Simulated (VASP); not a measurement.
Wanted: the native input for a VASP 6.6.1 run.

| Quantity | Value |
| --- | --- |
| Task | single point |
| Functional | PBE |
| Potentials or basis | VASP PAW PBE potentials, release 64 (Hf_pv, B) |
| Cutoff | 520 eV |
| k mesh | 15 × 15 × 12 |
| Occupations | gaussian, width 0.1 eV |
| Spin | no spin polarisation |
| Dipole correction | no |
| Further INCAR settings | ALGO = Normal; EDIFF = 1e-06; NBANDS = 15 |

The structure of HfB2 lies in POSCAR:

```
HfB2
1.0
    3.1451685378      0.0000000000      0.0000000000
   -1.5725842689      2.7237958529      0.0000000000
    0.0000000000      0.0000000000      3.4870323116
Hf B
1 2
Direct
    0.0000000000      0.0000000000      0.0000000000
    0.3333333333      0.6666666667      0.5000000000
    0.6666666667      0.3333333333      0.5000000000
```

The input as run:

INCAR

```
SYSTEM = HfB2
PREC     = Accurate       ! precision mode
ENCUT    = 520            ! plane-wave cutoff, eV
EDIFF    = 1E-6           ! SCF threshold, eV
ISMEAR   = 0              ! smearing method
SIGMA    = 0.1            ! smearing width, eV
LREAL    = .False.        ! projectors in reciprocal space
LASPH    = .True.         ! aspherical terms in the spheres
NELM     = 100            ! most SCF steps
ALGO     = Normal         ! electronic algorithm
ISIF     = 2              ! what is computed and relaxed
LWAVE    = .False.        ! write WAVECAR
LCHARG   = .False.        ! write CHGCAR
GGA      = PE             ! functional
NBANDS   = 15             ! bands
```

KPOINTS

```
Automatic mesh
0
Gamma
  15 15 12
  0 0 0
```

Potentials or basis: VASP PAW PBE potentials, release 64 (Hf_pv, B).

Run with:

```bash
$ cat potpaw_PBE.64/Hf_pv/POTCAR potpaw_PBE.64/B/POTCAR > POTCAR
$ mpirun -np 1 vasp_std > vasp.out
```

Results of the run:

| Item | Value |
| --- | --- |
| Pressure | -0.4 GPa |
| Band gap on the k mesh | zero (band 8 reaches 8.42 eV, above the bottom of band 9 at 7.39 eV) |

Caveat: spin-orbit coupling is left out, which moves the levels of the heavy elements.

Run time: 31 s on 1 thread of Intel(R) Xeon(R) Platinum 8488C (Sapphire Rapids), with other jobs on the host, peak memory 0.21 GiB.
